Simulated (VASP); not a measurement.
# CsLiCr2Te2S3 (Cm) in VASP: settings compared, part 2 of 2

VASP 6.6.1. The steps go on from the part before.

### 3 Single point, revPBE, collinear spin, ferromagnetic start

This run uses another cell than the first one, of 29.30 Å³/atom.

INCAR reads:

```
SYSTEM = CsLiCr2Te2S3
PREC     = Accurate       ! precision mode
ENCUT    = 520            ! plane-wave cutoff, eV
EDIFF    = 1E-6           ! SCF threshold, eV
ISMEAR   = -1             ! smearing method
SIGMA    = 0.05           ! smearing width, eV
LREAL    = .False.        ! projectors in reciprocal space
LASPH    = .True.         ! aspherical terms in the spheres
NELM     = 150            ! most SCF steps
ALGO     = Normal         ! electronic algorithm
ISIF     = 2              ! what is computed and relaxed
LWAVE    = .False.        ! write WAVECAR
LCHARG   = .True.         ! write CHGCAR
ISPIN    = 2              ! spin polarisation
MAGMOM   = 0 0 3 3 0 0 0 0 0 ! initial moments
LORBIT   = 11             ! projections on sites
LMAXMIX  = 4              ! l up to which the mixer works
GGA      = RE             ! functional
LELF     = .True.         ! ELF
LVHAR    = .True.       
NBANDS   = 47             ! bands
```

KPOINTS reads:

```
Automatic mesh
0
Gamma
  4 4 3
  0 0 0
```

POSCAR reads:

```
CsLiCr2Te2S3
1.0
    3.4216200000     -5.1806900000      0.0078400000
    3.4216200000      5.1806900000      0.0078400000
   -2.9041100000      0.0000000000      7.4309300000
Cs Li Cr Te S
1 1 2 2 3
Direct
    0.0937400000      0.0937400000      0.0085300000
    0.5887500000      0.5887500000      0.5533600000
    0.0564600000      0.4675500000      0.5579000000
    0.4675500000      0.0564600000      0.5579000000
    0.5648600000      0.8735700000      0.2903500000
    0.8735700000      0.5648600000      0.2903500000
    0.8115100000      0.3969700000      0.7334700000
    0.3969700000      0.8115100000      0.7334700000
    0.2140400000      0.2140400000      0.4837100000
```

Potentials or basis: VASP PAW PBE potentials, release 64 (Cs_sv, Li_sv, Cr_pv, Te, S).

Run with:

```console
$ cat potpaw_PBE.64/Cs_sv/POTCAR potpaw_PBE.64/Li_sv/POTCAR potpaw_PBE.64/Cr_pv/POTCAR potpaw_PBE.64/Te/POTCAR potpaw_PBE.64/S/POTCAR > POTCAR
$ mpirun -np 1 vasp_std > vasp.out
```

OUTCAR:

```text
SYSTEM = CsLiCr2Te2S3
   PREC = Accurate
   ENCUT = 520
   EDIFF = 1E-6
   ISMEAR = -1
   LREAL = .False.
   LASPH = .True.
   NELM = 150
   ISIF = 2
   ISPIN = 2
   LORBIT = 11
   GGA = RE

 ion  position               nearest neighbor table
   1  0.094  0.094  0.009-
   2  0.589  0.589  0.553-   9 2.42   8 2.56   7 2.56   6 3.02   5 3.02
   3  0.056  0.468  0.558-   9 2.20   7 2.24   8 2.25   6 2.51
   4  0.468  0.056  0.558-   9 2.20   8 2.24   7 2.25   5 2.51
   5  0.565  0.874  0.290-   4 2.51   2 3.02   6 3.20
   6  0.874  0.565  0.290-   3 2.51   2 3.02   5 3.20
   7  0.812  0.397  0.733-   3 2.24   4 2.25   2 2.56
   8  0.397  0.812  0.733-   4 2.24   3 2.25   2 2.56
   9  0.214  0.214  0.484-   3 2.20   4 2.20   2 2.42

  LATTYP: Found a base centered monoclinic cell.
 ALAT       =     6.8432579639
 B/A-ratio  =     1.5141004555
 C/A-ratio  =     1.1658564481
 COS(beta)  =    -0.3618680181

  Lattice vectors:

 A1 = (   3.4216200000,  -5.1806900000,   0.0078400000)
 A2 = (   3.4216200000,   5.1806900000,   0.0078400000)
 A3 = (  -2.9041100000,   0.0000000000,   7.4309300000)

Analysis of symmetry for initial positions (statically):
=====================================================================
 Subroutine PRICEL returns:
 Original cell was already a primitive cell.

 Routine SETGRP: Setting up the symmetry group for a
 base centered monoclinic supercell.

 Subroutine GETGRP returns: Found  2 space group operations
 (whereof  2 operations were pure point group operations)
 out of a pool of  4 trial point group operations.

The static configuration has the point symmetry C_1h.

Analysis of symmetry for dynamics (positions and initial velocities):
=====================================================================
 Subroutine PRICEL returns:
 Original cell was already a primitive cell.

 Routine SETGRP: Setting up the symmetry group for a
 base centered monoclinic supercell.

 Subroutine GETGRP returns: Found  2 space group operations
 (whereof  2 operations were pure point group operations)
 out of a pool of  4 trial point group operations.

The dynamic configuration has the point symmetry C_1h.

Analysis of structural, dynamic, and magnetic symmetry:
=====================================================================
 Subroutine PRICEL returns:
 Original cell was already a primitive cell.

 Routine SETGRP: Setting up the symmetry group for a
 base centered monoclinic supercell.

 Subroutine GETGRP returns: Found  2 space group operations
 (whereof  2 operations were pure point group operations)
 out of a pool of  4 trial point group operations.

The overall configuration has the point symmetry C_1h.

 Subroutine INISYM returns: Found  2 space group operations
 (whereof  2 operations are pure point group operations),
 and found     1 'primitive' translations

----------------------------------------------------------------------------------------

                                     Primitive cell

  volume of cell :     263.6825

  direct lattice vectors                    reciprocal lattice vectors
     3.421620000 -5.180690000  0.007840000     0.145998873 -0.096512241  0.057058374
     3.421620000  5.180690000  0.007840000     0.145998873  0.096512241  0.057058374
[... 107 lines left out ...]
   EFERMI_NEDOS =   21; number of points for ismear=-14 and -15
   IALGO  =     38    algorithm
   IMIX   =      4    mixing-type and parameters
     AMIX     =   0.40;   BMIX     =  1.00
     AMIX_MAG =   1.60;   BMIX_MAG =  1.00
  volume/ion in A,a.u.               =      29.30       197.71
  Fermi-wavevector in a.u.,A,eV,Ry     =   1.031721  1.949670 14.482705  1.064449
  Thomas-Fermi vector in A             =   2.165883
   LORBIT       =     11    0 simple, 1 ext, 2 COOP (PROOUT), +10 PAW based schemes
   GGA     = RE    functional components
   LHFCALC =     F    Hartree Fock is set to
   AEXX    =    0.0000 exact exchange contribution
   IVDW    =     0    specifies the selected vdW correction
   LEPSILON=     F    determine dielectric tensor
   LRPA    =     F    only Hartree local field effects (RPA)
 spin polarized calculation
  energy-cutoff  :      520.00
  volume of cell :      263.68
 maximum number of plane-waves:      7123
 NGX is ok and might be reduce to    48
   NGX = 23   NGY = 23   NGZ = 29

 number of electron      66.0000014 magnetization       4.0150667

 Free energy of the ion-electron system (eV)
  ---------------------------------------------------
  ext. energy  EPLUGINS =         0.00000000
  ---------------------------------------------------
  free energy    TOTEN  =       -43.53566995 eV

  energy without entropy =      -43.50413204  energy(sigma->0) =      -43.51990100

 E-fermi :   3.2381     XC(G=0):  -8.1250

 val. band max:        3.2138722933   @ k =   0.5000   0.0000   0.0000
 cond. band min:       3.2484937838   @ k =   0.2500   0.0000   0.0000
 fundamental gap:      0.0346214904
 Fermi energy:         3.2381213403

 spin component 1

 k-point     1 :       0.0000    0.0000    0.0000
  band No.  band energies     occupation
      1     -42.9639      1.00000
      2     -41.1781      1.00000
      3     -41.1744      1.00000
      4     -41.1512      1.00000
      5     -41.1421      1.00000
      6     -41.0562      1.00000
[... 805 lines left out ...]
     44       8.0460      0.00000
     45       8.5253      0.00000
 Fermi energy:         3.2381213403

 spin component 2

 k-point     1 :       0.0000    0.0000    0.0000
  band No.  band energies     occupation
      1     -42.9618      1.00000
      2     -38.8029      1.00000
      3     -38.8013      1.00000
      4     -38.7646      1.00000
      5     -38.7633      1.00000
      6     -38.7172      1.00000
[... 805 lines left out ...]
     44       8.1334      0.00000
     45       8.5592      0.00000
 [bands above 45 left out]

------------------------ aborting loop because EDIFF is reached ----------------------------------------

  FORCE on cell =-STRESS in cart. coord.  units (eV):
  Direction    XX          YY          ZZ          XY          YZ          ZX
  --------------------------------------------------------------------------------------
  -------------------------------------------------------------------------------------
  Total        2.0831851      2.1480184      2.0800966      0.0000000      0.0000000     -0.0328190
  in kB       12.6577694     13.0517070     12.6390031      0.0000000      0.0000000     -0.1994134
  external PRESSURE =      12.7828265 kB  Pullay stress =       0.0000000 kB

 VOLUME and BASIS-vectors are now :
 -----------------------------------------------------------------------------
  energy-cutoff  :      520.00
  volume of cell :      263.68
      direct lattice vectors                 reciprocal lattice vectors
     3.421620000 -5.180690000  0.007840000     0.145998873 -0.096512241  0.057058374
     3.421620000  5.180690000  0.007840000     0.145998873  0.096512241  0.057058374
    -2.904110000  0.000000000  7.430930000    -0.000308072  0.000000000  0.134452259

 POSITION                                       TOTAL-FORCE (eV/Angst)
 -----------------------------------------------------------------------------------
      0.61671      0.00000      0.06486         0.021751      0.000000     -0.007204
      2.42194      0.00000      4.12121         0.022363      0.000000     -0.005788
      0.17276      2.12973      4.14982        -0.041646      0.023554      0.005827
      0.17276     -2.12973      4.14982        -0.041646     -0.023554      0.005827
      4.07855      1.59933      2.16885         0.016720     -0.046809     -0.085256
      4.07855     -1.59933      2.16885         0.016720      0.046809     -0.085256
      2.00488     -2.14760      5.45984         0.007515      0.041993      0.115087
      2.00488      2.14760      5.45984         0.007515     -0.041993      0.115087
      0.05998      0.00000      3.59777        -0.009292      0.000000     -0.058322
 -----------------------------------------------------------------------------------
    total drift:                                0.000054      0.000000     -0.000158

  FREE ENERGIE OF THE ION-ELECTRON SYSTEM (eV)
  ---------------------------------------------------
  free  energy   TOTEN  =       -43.5356699521 eV

  energy  without entropy=      -43.5041320401  energy(sigma->0) =      -43.51990100

 total charge

# of ion       s       p       d       tot
------------------------------------------
    1        1.834   4.726   0.023   6.583
    2        2.013   0.043   0.000   2.057
    3        0.340   6.280   4.170  10.790
    4        0.340   6.280   4.170  10.790
    5        1.389   1.968   0.027   3.383
    6        1.389   1.968   0.027   3.383
    7        1.342   2.404   0.000   3.746
    8        1.342   2.404   0.000   3.746
    9        1.344   2.426   0.000   3.769
--------------------------------------------------
tot         11.331  28.499   8.416  48.246

 magnetization (x)

# of ion       s       p       d       tot
------------------------------------------
    1       -0.000  -0.002   0.000  -0.002
    2        0.001   0.000   0.000   0.001
    3        0.026   0.022   2.269   2.317
    4        0.026   0.022   2.269   2.317
    5       -0.008  -0.202   0.003  -0.208
    6       -0.008  -0.202   0.003  -0.208
    7       -0.004  -0.088   0.000  -0.091
    8       -0.004  -0.088   0.000  -0.091
    9        0.001  -0.092   0.000  -0.091
--------------------------------------------------
tot          0.031  -0.630   4.544   3.944
```

It took 6.1 min on 1 thread of Intel Xeon 6975P-C (Granite Rapids), shared host; peak memory 0.67 GiB.

Results:

```
Free energy                                           : -43.5357 eV
Largest force                                         : 0.123 eV/Å
Band gap on the k mesh                                : zero (filled and empty bands overlap)
Net moment                                            : 4.02 μB per cell
Site moments                                          : Cs -0.00; Li +0.00; Cr +2.32; Te -0.21; S -0.09 μB
Valence electrons inside the program's atomic spheres : Cs 6.58; Li 2.06; Cr 10.79; Te 3.38; S 3.75, 3.77 (each value once)
```

Forces on the atoms (eV/Å):
```
Cs   0.022  0.000 -0.007
Li   0.022  0.000 -0.006
Cr  -0.042  0.024  0.006
Cr  -0.042 -0.024  0.006
Te   0.017 -0.047 -0.085
Te   0.017  0.047 -0.085
S    0.008  0.042  0.115
S    0.008 -0.042  0.115
S   -0.009  0.000 -0.058
```

Caveat: the cutoff is under 1.25 times the usual one of these potentials, so pressure, stress and relaxed cells hold a basis-set (Pulay) error; the PAW data sets were made with another functional, which shifts forces and pressure a little; spin-orbit coupling is left out, which moves the levels of the heavy elements; the run started ferromagnetic, and an antiferromagnetic order may lie lower in energy. With open d or f shells a metallic result of revPBE can be an artefact of self-interaction; +U or a hybrid may open a gap.

The gap in the log of VASP goes by the Fermi energy; the results here count the filled bands.